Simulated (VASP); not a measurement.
# Be3Bi (P6/mmm) in VASP: further runs, part 2 of 2

VASP 6.6.1. Earlier steps stand in the parts before.

## 3. Single point, PBE

Contents of INCAR:

```
SYSTEM = Be3Bi
PREC     = Accurate       ! precision mode
ENCUT    = 600            ! plane-wave cutoff, eV
EDIFF    = 1E-6           ! SCF threshold, eV
ISMEAR   = 0              ! smearing method
SIGMA    = 0.1            ! smearing width, eV
LREAL    = .False.        ! projectors in reciprocal space
LASPH    = .True.         ! aspherical terms in the spheres
NELM     = 120            ! most SCF steps
ALGO     = Normal         ! electronic algorithm
ISIF     = 2              ! what is computed and relaxed
LWAVE    = .False.        ! write WAVECAR
LCHARG   = .True.         ! write CHGCAR
GGA      = PE             ! functional
LELF     = .True.         ! ELF
LVHAR    = .True.       
NBANDS   = 31             ! bands
GGA_COMPAT= .False.
```

Contents of KPOINTS:

```
Automatic mesh
0
Gamma
  6 6 4
  0 0 0
```

Contents of POSCAR:

```
Be3Bi
1.0
    7.1260795002      0.0000000000      0.0000000000
   -3.5630397502      6.1713658766      0.0000000000
    0.0000000000      0.0000000000      5.1013158362
Be Bi
6 2
Direct
    0.5000000000      0.0000000000      0.2032009913
    0.0000000000      0.5000000000      0.2032009913
    0.5000000000      0.5000000000      0.2032009913
    0.5000000000      0.0000000000      0.7967990087
    0.0000000000      0.5000000000      0.7967990087
    0.5000000000      0.5000000000      0.7967990087
    0.6666666667      0.3333333333      0.5000000000
    0.3333333333      0.6666666667      0.5000000000
```

Potentials or basis: VASP PAW PBE potentials, release 64 (Be, Bi_d).

On the command line:

```
$ cat potpaw_PBE.64/Be/POTCAR potpaw_PBE.64/Bi_d/POTCAR > POTCAR
$ mpirun -np 1 vasp_std > vasp.out
```

Run time: 4.4 min. Hardware: 1 thread of Oxide Virtual Turin-like, shared host; peak memory 0.44 GiB.

It converged, with:

```
Free energy            : -21.1610 eV
Pressure               : -0.1 GPa
Largest force          : 0.032 eV/Å
Band gap on the k mesh : zero (bands 21 and 22 overlap by 0.27 eV)
```

Forces in eV/Å, atoms in the order of the input:
```
Be   0.000  0.000  0.032
Be   0.000  0.000  0.032
Be   0.000  0.000  0.032
Be   0.000  0.000 -0.032
Be   0.000  0.000 -0.032
Be   0.000  0.000 -0.032
Bi   0.000  0.000  0.000
Bi   0.000  0.000  0.000
```

Stress tensor (GPa, compression positive):
```
-0.06  0.00  0.00
 0.00 -0.06  0.00
 0.00  0.00 -0.22
```

Levels at points of the mesh, in eV from the Fermi level:
| k point | band 17 | band 18 | band 19 | band 20 | band 21 | band 22 | band 23 | band 24 | band 25 | band 26 |
| --- | --- | --- | --- | --- | --- | --- | --- | --- | --- | --- |
| (0.00, 0.00, 0.00) | -2.59 | -2.59 | -2.24 | -1.00 | -1.00 | 1.29 | 1.60 | 1.65 | 1.65 | 1.71 |
| (0.50, 0.00, 0.00) | -2.68 | -2.23 | -1.89 | -1.82 | -1.05 | 0.05 | 0.69 | 1.53 | 2.10 | 2.33 |
| (0.00, 0.00, 0.50) | -2.25 | -2.25 | -1.93 | -1.93 | 0.16 | 0.16 | 0.64 | 1.64 | 3.30 | 3.30 |
| (0.50, 0.00, 0.50) | -2.63 | -2.39 | -1.38 | -1.30 | -0.11 | 0.94 | 1.45 | 1.60 | 1.61 | 2.10 |

Caveat: spin-orbit coupling is left out, which moves the levels of the heavy elements.

## 4. Single point, PBE

This run uses another cell than the first one, of 28.68 Å³/atom.

Contents of INCAR:

```
SYSTEM = Be3Bi
PREC = Accurate ; ENCUT = 600
EDIFF = 1E-6 ; ISMEAR = 0
SIGMA = 0.1 ; LREAL = .False.
LASPH = .True. ; NELM = 120
ALGO = Normal ; ISIF = 2
LWAVE = .False. ; LCHARG = .False.
GGA = PE ; NBANDS = 31
GGA_COMPAT = .False.
```

Contents of KPOINTS:

```
regular mesh
0
Gamma
  6 6 8
  0 0 0
```

Contents of POSCAR:

```
Be3Bi
1.0
    7.3763609711      0.0000000000      0.0000000000
   -3.6881804856      6.3881159885      0.0000000000
    0.0000000000      0.0000000000      4.8695092347
Be Bi
6 2
Direct
    0.5000000000      0.0000000000      0.2127425152
    0.0000000000      0.5000000000      0.2127425152
    0.5000000000      0.5000000000      0.2127425152
    0.5000000000      0.0000000000      0.7872574848
    0.0000000000      0.5000000000      0.7872574848
    0.5000000000      0.5000000000      0.7872574848
    0.6666666667      0.3333333333      0.5000000000
    0.3333333333      0.6666666667      0.5000000000
```

On the command line:

```
$ cat potpaw_PBE.64/Be/POTCAR potpaw_PBE.64/Bi_d/POTCAR > POTCAR
$ mpirun -np 1 vasp_std > vasp.out
```

Wall time 5.6 min (1 thread of Oxide Virtual Turin-like, shared host); peak memory 0.5 GiB.

Results (log left out):

```
Free energy            : -21.1762 eV
Pressure               : 0.0 GPa
Largest force          : 0.004 eV/Å
Band gap on the k mesh : zero (bands 21 and 22 overlap by 0.88 eV)
```

Forces on the atoms (eV/Å):
```
Be   0.000  0.000  0.004
Be   0.000  0.000  0.004
Be   0.000  0.000  0.004
Be   0.000  0.000 -0.004
Be   0.000  0.000 -0.004
Be   0.000  0.000 -0.004
Bi   0.000  0.000  0.000
Bi   0.000  0.000  0.000
```

Levels at points of the mesh, in eV from the Fermi level:
```
           k point  band 18  band 19  band 20  band 21  band 22  band 23  band 24  band 25
(0.00, 0.00, 0.00)    -2.75    -1.95    -0.96    -0.96     1.09     1.23     1.23     1.80
(0.50, 0.00, 0.00)    -2.24    -2.08    -1.67    -0.99    -0.18     0.40     1.89     2.07
(0.00, 0.00, 0.50)    -2.31    -2.19    -2.19     0.34     0.34     1.17     1.28     2.82
(0.50, 0.00, 0.50)    -2.41    -1.69    -1.33    -0.06     1.02     1.19     1.60     1.64
```

Caveat: spin-orbit coupling is left out, which moves the levels of the heavy elements.

## 5. Relaxation of cell and atoms, PBE

This run uses another cell than the first one, of 16.24 Å³/atom.

Contents of INCAR:

```
ALGO     = Normal         # electronic algorithm
EDIFF    = 1E-7           # SCF threshold, eV
EDIFFG   = -0.04          # ionic threshold
ENCUT    = 600            # plane-wave cutoff, eV
GGA      = PE             # functional
GGA_COMPAT= False        
IBRION   = 2              # ionic algorithm
ISIF     = 3              # what is computed and relaxed
ISMEAR   = 0              # smearing method
LASPH    = True           # aspherical terms in the spheres
LCHARG   = False          # write CHGCAR
LREAL    = False          # projectors in reciprocal space
LWAVE    = False          # write WAVECAR
NELM     = 120            # most SCF steps
NELMIN   = 4            
NSW      = 90             # ionic steps
PREC     = Accurate       # precision mode
SIGMA    = 0.1            # smearing width, eV
```

Contents of KPOINTS:

```
k-points
0
Gamma
  6 6 4
```

Contents of POSCAR:

```
Be3Bi
1.0
    5.4498254853      0.0000000000      0.0000000000
   -2.7249127427      4.7196873165      0.0000000000
    0.0000000000      0.0000000000      5.0507141393
Be Bi
6 2
Direct
    0.5000000000      0.0000000000      0.2984669312
    0.0000000000      0.5000000000      0.2984669312
    0.5000000000      0.5000000000      0.2984669312
    0.5000000000      0.0000000000      0.7015330688
    0.0000000000      0.5000000000      0.7015330688
    0.5000000000      0.5000000000      0.7015330688
    0.6666666667      0.3333333333      0.5000000000
    0.3333333333      0.6666666667      0.5000000000
```

On the command line:

```
$ cat potpaw_PBE.64/Be/POTCAR potpaw_PBE.64/Bi_d/POTCAR > POTCAR
$ mpirun -np 1 vasp_std > vasp.out
```

It took 16 min on 1 thread of Oxide Virtual Turin-like, shared host; peak memory 0.31 GiB.

Results (log left out):

```
Free energy                           : -21.1382 eV
Relaxed volume                        : 27.59 Å³/atom
Relaxed cell                          : a = 7.037 Å, b = 7.037 Å, c = 5.147 Å, α = 90.00°, β = 90.00°, γ = 120.00°
Space group after relaxing (to 0.1 Å) : P6/mmm (No. 191)
Energy gained by relaxing             : 3607.9 meV/atom
Ionic steps                           : 11
Pressure after relaxing               : 0.0 GPa
Largest force after relaxing          : 0.016 eV/Å
Band gap on the k mesh                : zero (bands 21 and 22 overlap by 0.17 eV)
```

Forces on the atoms (eV/Å):
```
Be   0.000  0.000  0.016
Be   0.000  0.000  0.016
Be   0.000  0.000  0.016
Be   0.000  0.000 -0.016
Be   0.000  0.000 -0.016
Be   0.000  0.000 -0.016
Bi   0.000  0.000  0.000
Bi   0.000  0.000  0.000
```

Stress tensor (GPa, compression positive):
```
 0.08  0.00  0.00
 0.00  0.08  0.00
 0.00  0.00 -0.16
```

The path:
```csv
step,energy change (eV),largest force (eV/Å),pressure (GPa),volume (Å³)
1,0.0000,11.4216,87.98,129.91
2,-23.1637,0.1406,-6.10,378.53
3,-26.8257,1.3565,-3.02,242.93
4,-28.1489,1.2343,-1.73,228.09
5,-28.8149,0.0458,1.59,210.89
6,-28.8223,0.2943,1.02,213.01
7,-28.8237,0.2137,1.22,212.29
8,-28.8586,0.0969,0.41,218.23
9,-28.8588,0.1190,0.36,218.66
10,-28.8629,0.0036,-0.06,221.16
11,-28.8631,0.0164,0.00,220.73
```

Final structure:
```
Be Bi
1.0
     7.03686    0.00000    0.00000
    -3.51843    6.09410    0.00000
     0.00000    0.00000    5.14733
Be Bi
6 2
Cartesian
  3.5184 0.0000 1.0362
  -1.7592 3.0471 1.0362
  1.7592 3.0471 1.0362
  3.5184 0.0000 4.1111
  -1.7592 3.0471 4.1111
  1.7592 3.0471 4.1111
  3.5184 2.0314 2.5737
  0.0000 4.0627 2.5737
```

Levels at points of the mesh, in eV from the Fermi level:
| k point | band 19 | band 20 | band 21 | band 22 | band 23 | band 24 |
| --- | --- | --- | --- | --- | --- | --- |
| (0.00, 0.00, 0.00) | -2.34 | -1.02 | -1.02 | 1.17 | 1.62 | 1.62 |
| (0.50, 0.00, 0.00) | -1.96 | -1.73 | -1.07 | 0.09 | 0.76 | 1.42 |
| (0.00, 0.00, 0.50) | -1.89 | -1.89 | 0.11 | 0.11 | 0.46 | 1.77 |
| (0.50, 0.00, 0.50) | -1.41 | -1.21 | -0.14 | 0.91 | 1.50 | 1.61 |

Caveat: the volume moved by over 15 % at a fixed basis, so the end points are rough; spin-orbit coupling is left out, which moves the levels of the heavy elements.

## 6. Overview

```tsv
task	cell	k mesh	gap on the mesh (eV)	pressure (GPa)	relaxed volume (Å³/atom)	largest force (eV/Å)
relaxation of cell and atoms	relaxed from a = 7.126, b = 7.126, c = 5.101 Å, angles 90.0, 90.0, 120.0°, 8 atoms, atomic positions A	6 × 6 × 8	none	0.0	28.65	-
single point	a = 7.126, b = 7.126, c = 5.101 Å, angles 90.0, 90.0, 120.0°, 8 atoms, atomic positions A	6 × 6 × 4	none	-0.1	-	0.03
single point	a = 7.376, b = 7.376, c = 4.870 Å, angles 90.0, 90.0, 120.0°, 8 atoms, atomic positions B	6 × 6 × 8	none	0.0	-	-
relaxation of cell and atoms	relaxed from a = 5.450, b = 5.450, c = 5.051 Å, angles 90.0, 90.0, 120.0°, 8 atoms, atomic positions C	6 × 6 × 4	none	0.0	27.59	0.02
```

Alike in all rows: level PBE; potentials or basis VASP PAW PBE potentials, release 64 (Be, Bi_d); no spin polarisation; cutoff (eV) 600; smearing gaussian 0.1 eV.

Caveats: spin-orbit coupling is left out, which moves the levels of the heavy elements; the volume moved by over 15 % at a fixed basis, so the end points are rough (at least some runs).

Total energies depend on the potentials used, so only differences within one code and one set of settings carry meaning.
